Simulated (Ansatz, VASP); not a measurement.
# One calculation of GaSb, two programs

```xyz
2
Lattice="-1.4939 2.5734 2.8800 1.4939 -2.5734 2.8800 1.4939 2.5734 -2.8800" Properties=species:S:1:pos:R:3 pbc="T T T"
Ga    0.0000    0.0000    0.0000
Sb    0.0000    0.0000    2.8800
```

Change from the starting cell: volume 22.144 Å^3 an atom, stretch along a over the lengths across it, relative to the relaxed cell 0.9230.

Alike in both runs: task single point; functional LDA; k mesh 18 × 18 × 18; occupations gaussian, width 0.15 eV; no spin polarisation.

|  | VASP | Ansatz |
| --- | --- | --- |
| version | VASP 6.6.1 | Ansatz 0.2.0 |
| potentials or method | VASP PAW LDA potentials, release 64 (Ga_d, Sb), cutoff 520 eV | scalar-relativistic, plane waves, PAW |
| valence electrons in the cell | 18 | 28 |

|  | VASP | Ansatz | Ansatz less VASP |
| --- | --- | --- | --- |
| gap on the k mesh at the Fermi level (eV) | none | none | - |
| pressure (GPa) | 0.6 | 0.4 | -0.21 |
| traceless stress, the component that is largest in VASP (GPa) | -3.94 | -3.88 | +0.064 |

Ansatz warns that its potentials were made for another functional, while VASP's fit it. LDA's correlation is that of Perdew and Zunger in VASP and of Perdew and Wang (1992) in Ansatz. A gap of «none» marks a metal or a gap that the smearing closes. VASP's potentials hold 18 valence electrons a cell and Ansatz's 28, so a difference there can come from the potentials and not from the codes.

Spin-orbit coupling is off throughout.
